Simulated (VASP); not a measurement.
# SiC (P6_3mc) in VASP: elastic constants with LDA

Aim: the elastic constants of SiC with LDA.

All numbers are computed with VASP 6.6.1; they aren't measurements. Logs are shortened: lines on timing, memory, paths and dates and some standing lists are left out, and cuts for length are marked.

## Step 1: The cell of the first run

It takes space group P6_3mc (No. 186, hexagonal). The conventional cell has a = 3.056 Å, b = 3.056 Å, c = 5.016 Å, α = 90.00°, β = 90.00°, γ = 120.00°. Si (site symmetry 3m) has 4 C at 1.87 to 1.89 Å within 2.5 Å. Within 2.5 Å of C (site symmetry 3m) lie 4 Si at 1.87 to 1.89 Å.

## Step 2: Elastic constants, LDA

INCAR

```
SYSTEM = SiC
PREC = Accurate
ENCUT = 600
EDIFF = 1E-8
ISMEAR = 0
SIGMA = 0.01
LREAL = .FALSE.
LASPH = .TRUE.
NELM = 80
ALGO = Normal
ISIF = 3
LWAVE = .FALSE.
LCHARG = .FALSE.
IBRION = 6
NFREE = 2
POTIM = 0.015
NSW = 1
```

KPOINTS

```
regular mesh
0
G
  8 8 4
  0 0 0
```

POSCAR

```
SiC
1.0
    3.0563618601      0.0000000000      0.0000000000
   -1.5281809301      2.6468870140      0.0000000000
    0.0000000000      0.0000000000      5.0159135140
Si C
2 2
Direct
    0.3333333333      0.6666666667      0.0045956273
    0.6666666667      0.3333333333      0.5045956273
    0.3333333333      0.6666666667      0.3804043727
    0.6666666667      0.3333333333      0.8804043727
```

Potentials or basis: VASP PAW LDA potentials, release 64 (Si, C).

Command:

```bash
cat potpaw_LDA.64/Si/POTCAR potpaw_LDA.64/C/POTCAR > POTCAR
mpirun -np 1 vasp_std > vasp.out
```

OUTCAR:

```text
SYSTEM = SiC
   PREC = Accurate
   ENCUT = 600
   EDIFF = 1E-8
   ISMEAR = 0
   LREAL = .FALSE.
   LASPH = .TRUE.
   NELM = 80
   ISIF = 3
   IBRION = 6
   NFREE = 2
   POTIM = 0.015
   NSW = 1

 ion  position               nearest neighbor table
   1  0.333  0.667  0.005-   4 1.87   4 1.87   4 1.87   3 1.89   2 3.07   2 3.07   2 3.07   2 3.07
                             2 3.07   2 3.07
   2  0.667  0.333  0.505-   3 1.87   3 1.87   3 1.87   4 1.89   1 3.07   1 3.07   1 3.07   1 3.07
                             1 3.07   1 3.07
   3  0.333  0.667  0.380-   2 1.87   2 1.87   2 1.87   1 1.89
   4  0.667  0.333  0.880-   1 1.87   1 1.87   1 1.87   2 1.89

  LATTYP: Found a hexagonal cell.
 ALAT       =     3.0563618601
 C/A-ratio  =     1.6411386294

  Lattice vectors:

 A1 = (   3.0563618601,   0.0000000000,   0.0000000000)
 A2 = (  -1.5281809301,   2.6468870140,   0.0000000000)
 A3 = (   0.0000000000,   0.0000000000,   5.0159135140)

Analysis of symmetry for initial positions (statically):
=====================================================================
 Subroutine PRICEL returns:
 Original cell was already a primitive cell.

 Routine SETGRP: Setting up the symmetry group for a
 hexagonal supercell.

 Subroutine GETGRP returns: Found 12 space group operations
 (whereof  6 operations were pure point group operations)
 out of a pool of 24 trial point group operations.

The static configuration has the point symmetry C_3v.
 The point group associated with its full space group is C_6v.

Analysis of symmetry for dynamics (positions and initial velocities):
=====================================================================
 Subroutine PRICEL returns:
 Original cell was already a primitive cell.

 Routine SETGRP: Setting up the symmetry group for a
 hexagonal supercell.

 Subroutine GETGRP returns: Found 12 space group operations
 (whereof  6 operations were pure point group operations)
 out of a pool of 24 trial point group operations.

The dynamic configuration has the point symmetry C_3v.
 The point group associated with its full space group is C_6v.

 Subroutine INISYM returns: Found 12 space group operations
 (whereof  6 operations are pure point group operations),
 and found     1 'primitive' translations

----------------------------------------------------------------------------------------

                                     Primitive cell

  volume of cell :      40.5780

  direct lattice vectors                    reciprocal lattice vectors
     3.056361860  0.000000000  0.000000000     0.327186389  0.188901150  0.000000000
    -1.528180930  2.646887014  0.000000000     0.000000000  0.377802299  0.000000000
     0.000000000  0.000000000  5.015913514     0.000000000  0.000000000  0.199365479

  length of vectors
     3.056361860  3.056361860  5.015913514     0.377802299  0.377802299  0.199365479

  position of ions in fractional coordinates (direct lattice)
     0.333333333  0.666666667  0.004595627
     0.666666667  0.333333333  0.504595627
     0.333333333  0.666666667  0.380404373
     0.666666667  0.333333333  0.880404373

  ion indices of the primitive-cell ions
   primitive index   ion index
                 1           1
                 2           2
                 3           3
                 4           4

[... 128 lines left out ...]
  Total        0.0660451      0.0660451      0.0625771     -0.0000000      0.0000000      0.0000000
  in kB        2.6077207      2.6077207      2.4707916     -0.0000000      0.0000000      0.0000000
  external PRESSURE =       2.5620776 kB  Pullay stress =       0.0000000 kB
[... 95 lines left out ...]
  FREE ENERGIE OF THE ION-ELECTRON SYSTEM (eV)
  ---------------------------------------------------
  free  energy   TOTEN  =       -33.2615942466 eV

  energy  without entropy=      -33.2615942466  energy(sigma->0) =      -33.26159425

[... ionic steps 4 to 18 ...]

--------------------------------------- Ionic step       19  -------------------------------------------

 number of electron      15.9999998 magnetization

------------------------ aborting loop because EDIFF is reached ----------------------------------------
[... 71 lines left out ...]
--------------------------------------- Ionic step       21  -------------------------------------------

 number of electron      15.9999998 magnetization

 Free energy of the ion-electron system (eV)
  ---------------------------------------------------
  ext. energy  EPLUGINS =         0.00000000
  ---------------------------------------------------
  free energy    TOTEN  =       -33.27660384 eV

  energy without entropy =      -33.27660384  energy(sigma->0) =      -33.27660384

 E-fermi :   8.5214     XC(G=0): -11.6329

 val. band max:        8.4543930217   @ k =   0.0000   0.0000   0.0000
 cond. band min:      10.7791249091   @ k =   0.3750   0.2500   0.0000
 fundamental gap:      2.3247318874
 Fermi energy:         8.5213965855

 k-point     1 :       0.0000    0.0000    0.0000
  band No.  band energies     occupation
      1      -7.1985      2.00000
      2      -3.4978      2.00000
      3      -0.4190      2.00000
      4       7.1225      2.00000
      5       7.1225      2.00000
      6       8.2756      2.00000
      7       8.4544      2.00000
      8       8.4544      2.00000
      9      13.3631      0.00000
     10      14.8589      0.00000
     11      15.1033      0.00000
     12      15.1033      0.00000
[... 331 lines left out ...]
 k-point    24 :       0.3750   -0.0000    0.5000
  band No.  band energies     occupation
      1      -3.7671      2.00000
      2      -3.7270      2.00000
      3       1.3081      2.00000
      4       1.3521      2.00000
      5       5.7531      2.00000
      6       5.7957      2.00000
      7       6.1462      2.00000
      8       6.1982      2.00000
      9      11.9757      0.00000
     10      11.9920      0.00000
     11      14.3578      0.00000
     12      14.4081      0.00000

 [... further k-points ...]

------------------------ aborting loop because EDIFF is reached ----------------------------------------

  FORCE on cell =-STRESS in cart. coord.  units (eV):
  Direction    XX          YY          ZZ          XY          YZ          ZX
  --------------------------------------------------------------------------------------
  -------------------------------------------------------------------------------------
  Total       -0.0123993     -0.0123993      0.2249047      0.0000000      0.0000000      0.0000000
  in kB       -0.4895727     -0.4895727      8.8801211      0.0000000      0.0000000      0.0000000
  external PRESSURE =       2.6336585 kB  Pullay stress =       0.0000000 kB
[... 19 lines left out ...]
  FREE ENERGIE OF THE ION-ELECTRON SYSTEM (eV)
  ---------------------------------------------------
  free  energy   TOTEN  =       -33.2766038396 eV

  energy  without entropy=      -33.2766038396  energy(sigma->0) =      -33.27660384

 INTERNAL STRAIN TENSORS FROM STRAINED CELLS
 ============================================

 INTERNAL STRAIN TENSOR FOR ION    1 for displacements in x,y,z  (eV/Angst):
          X           Y           Z          XY          YZ          ZX
  --------------------------------------------------------------------------------
  x     0.00000    -0.00000    -0.00000    -8.22648     0.00000    -6.12148
  y    -8.24565     8.27255    -0.00000    -0.00002    -6.11281    -0.00001
  z    -5.34672    -5.34971    10.21303    -0.00073    -0.00109    -0.00003

 INTERNAL STRAIN TENSORS FROM DISPLACED ATOMS
 ============================================

 INTERNAL STRAIN TENSOR FOR ION    1 for displacements in x,y,z  (eV/Angst):
          X           Y           Z          XY          YZ          ZX
  --------------------------------------------------------------------------------
  x     0.00000    -0.00000     0.00000    -8.23799     0.00000    -6.12465
  y    -8.23799     8.23799     0.00000    -0.00000    -6.12465     0.00000
  z    -5.32772    -5.32772    10.15093     0.00000     0.00000    -0.00000

 INTERNAL STRAIN TENSOR FOR ION    4 for displacements in x,y,z  (eV/Angst):
          X           Y           Z          XY          YZ          ZX
  --------------------------------------------------------------------------------
  x    -0.00000     0.00000     0.00000     9.91240    -0.00000     6.12336
  y     9.91240    -9.91240    -0.00000     0.00000     6.12336    -0.00000
  z     5.33028     5.33028   -10.15254    -0.00000     0.00000     0.00000

 Eigenvectors and eigenvalues of the dynamical matrix
 ----------------------------------------------------

   1 f  =   25.231612 THz   158.534891 2PiTHz  841.635970 cm-1   104.349514 meV
             X         Y         Z           dx          dy          dz
     -0.000000  1.764591  0.023051    -0.000000   -0.000000   -0.009073
      1.528181  0.882296  2.531008    -0.000000   -0.000000    0.009073
     -0.000000  1.764591  1.908075     0.000000    0.000000   -0.707049
      1.528181  0.882296  4.416032     0.000000    0.000000    0.707049
[... 71 lines left out ...]
  12 f/i=    0.000898 THz     0.005642 2PiTHz    0.029954 cm-1     0.003714 meV
             X         Y         Z           dx          dy          dz
     -0.000000  1.764591  0.023051    -0.015013    0.591591    0.000000
      1.528181  0.882296  2.531008    -0.015013    0.591591    0.000000
     -0.000000  1.764591  1.908075    -0.009819    0.386909    0.000000
      1.528181  0.882296  4.416032    -0.009819    0.386909    0.000000

--------------------------------------------------------------------------------------------------------

 ELASTIC MODULI CONTR FROM IONIC RELAXATION (kBar)
 Direction    XX          YY          ZZ          XY          YZ          ZX
 --------------------------------------------------------------------------------
 XX        -512.4048    268.8196    232.0147      0.0000      0.0000      0.0000
 YY         268.8196   -512.4048    232.0147      0.0000     -0.0000      0.0000
 ZZ         232.0147    232.0147   -441.9875     -0.0000     -0.0000     -0.0000
 XY           0.0000      0.0000     -0.0000   -390.6122      0.0000     -0.0000
 YZ           0.0000     -0.0000     -0.0000      0.0000   -149.0640      0.0000
 ZX           0.0000      0.0000     -0.0000     -0.0000      0.0000   -149.0640
 --------------------------------------------------------------------------------

 TOTAL ELASTIC MODULI (kBar)
 Direction    XX          YY          ZZ          XY          YZ          ZX
 --------------------------------------------------------------------------------
 XX        5217.9788   1147.0603    582.3100     -0.0000      0.0000      0.0000
 YY        1147.0603   5217.9788    582.3100     -0.0000     -0.0000      0.0000
 ZZ         582.3100    582.3100   5657.3304     -0.0000     -0.0000     -0.0000
 XY          -0.0000     -0.0000     -0.0000   2035.4593      0.0000     -0.0000
 YZ           0.0000     -0.0000     -0.0000      0.0000   1547.1062     -0.0000
 ZX           0.0000      0.0000     -0.0000     -0.0000     -0.0000   1547.1062
 --------------------------------------------------------------------------------
```

It took 7.8 min on 1 thread of Intel Xeon Platinum 8259CL at 2.50GHz (Skylake/Cascade Lake), shared host; peak memory 0.26 GiB.

Results:

| Item | Value |
| --- | --- |
| Voigt bulk modulus | 230 GPa |
| Highest phonon frequency at Γ, LO-TO splitting left out | 842 cm⁻¹ |

Phonon frequencies in cm⁻¹ (negative: imaginary):
| q point | frequencies |
| --- | --- |
| (0.000, 0.000, 0.000) | 0 0 0 258 258 599 769 769 771 801 801 842 |

Elastic tensor in Voigt notation (GPa, in the Cartesian axes of the cell as first typed):
```
522 115  58   0   0   0
115 522  58   0   0   0
 58  58 566   0   0   0
  0   0   0 155   0   0
  0   0   0   0 155   0
  0   0   0   0   0 204
```

Clamped-ion elastic tensor (GPa):
```
573  88  35   0   0   0
 88 573  35   0   0   0
 35  35 610   0   0   0
  0   0   0 170   0   0
  0   0   0   0 170   0
  0   0   0   0   0 243
```
